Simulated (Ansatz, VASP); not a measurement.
## One calculation of BeMo, two programs

INCAR

```
SYSTEM = BeMo
PREC = Accurate
ENCUT = 520
EDIFF = 1E-6
ISMEAR = 0
SIGMA = 0.1
LREAL = .FALSE.
LASPH = .TRUE.
NELM = 100
ALGO = Normal
ISIF = 2
LWAVE = .FALSE.
LCHARG = .TRUE.
GGA = PE
LELF = .TRUE.
LVHAR = .TRUE.
NBANDS = 15
```

Contents of KPOINTS:

```
Automatic mesh
0
G
  8 8 8
  0 0 0
```

File POSCAR:

```
BeMo
1.0
    0.0000000000      2.2458670416      2.2458670416
    2.2458670416      0.0000000000      2.2458670416
    2.2458670416      2.2458670416      0.0000000000
Be Mo
1 1
Direct
    0.0000000000      0.0000000000      0.0000000000
    0.5000000000      0.5000000000      0.5000000000
```

Input for Ansatz:

```yaml
crystal:
  lattice:
    - [0.0, 2.2458670416, 2.2458670416]
    - [2.2458670416, 0.0, 2.2458670416]
    - [2.2458670416, 2.2458670416, 0.0]
  atoms:
    - { symbol: Be, position: [0.0, 0.0, 0.0] }
    - { symbol: Mo, position: [0.5, 0.5, 0.5] }
basis:
  ecutwfc: 420
kpoints:
  mp_grid: { grid: [8, 8, 8] }
hamiltonian:
  xc: pbe
scf:
  occupations: { method: gaussian, width: 0.1 }
  lower_state_search: "off"
output:
  forces: true
  stress: true
  eigenvalues: true
```

Alike in both runs: task single point; functional PBE; k mesh 8 × 8 × 8; occupations gaussian, width 0.1 eV; no spin polarisation.

|  | VASP | Ansatz |
| --- | --- | --- |
| version | VASP 6.6.1 | Ansatz 0.2.0 |
| potentials or method | VASP PAW PBE potentials, release 64 (Be, Mo_sv), cutoff 520 eV | scalar-relativistic, plane waves, PAW |
| valence electrons in the cell | 16 | 16 |

VASP gave:

| Quantity | Value |
| --- | --- |
| gap on the k mesh at the Fermi level (eV) | none |
| pressure (GPa) | 17.3 |

Which values does Ansatz return?

gap on the k mesh at the Fermi level (eV): none; pressure (GPa): 16.9.

A gap of «none» marks a metal or a gap that the smearing closes.
